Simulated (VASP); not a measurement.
## Si: single point with r2SCAN

Crystal: Si.

```
CELL_PARAMETERS angstrom
0.00000 2.63056 2.89361
2.63056 0.00000 2.89361
2.63056 2.63056 0.00000
ATOMIC_POSITIONS crystal
Si 0.50000 0.50000 0.50000
Si 0.75000 0.75000 0.75000
```

This cell differs from its parent crystal: ratio of the length along z to the lengths across it x 1.1, volume and fractional coordinates fixed.

* Program: VASP 6.6.1
* Task: single point
* Functional: r2SCAN
* Potentials or basis: VASP PAW PBE potentials, release 64 (Si)
* Cutoff: 520 eV
* k mesh: 10 × 10 × 10
* Occupations: gaussian, width 0.05 eV
* Spin: no spin polarisation

| Quantity | Value |
| --- | --- |
| Pressure | 0.2 GPa |
| Band gap on the k mesh | 0.23 eV, indirect (least direct gap 2.24 eV) |

Stress tensor (GPa, compression positive):
```
 4.16  0.00  0.00
 0.00  4.16  0.00
 0.00  0.00 -7.62
```

Levels at points of the mesh, in eV from the valence-band top:
```tsv
k point	band 2	band 3	band 4	band 5	band 6	band 7
(0.00, 0.00, 0.00)	-0.81	0.00	0.00	2.40	2.40	2.77
(0.50, 0.00, 0.00)	-7.54	-2.05	-1.03	1.22	3.37	3.71
(0.50, 0.50, 0.00)	-8.82	-2.75	-2.75	1.20	1.20	10.64
(0.50, 0.00, 0.50)	-8.22	-3.51	-3.51	0.40	0.40	9.60
```

Wall time 4.3 min on 1 thread of Intel(R) Xeon(R) Platinum 8259CL CPU @ 2.50GHz (Skylake/Cascade Lake), with other jobs on the host, peak memory 0.17 GiB.

Caveat: the PAW data sets were made with another functional, which shifts forces and pressure a little. A k mesh can miss the band edges.
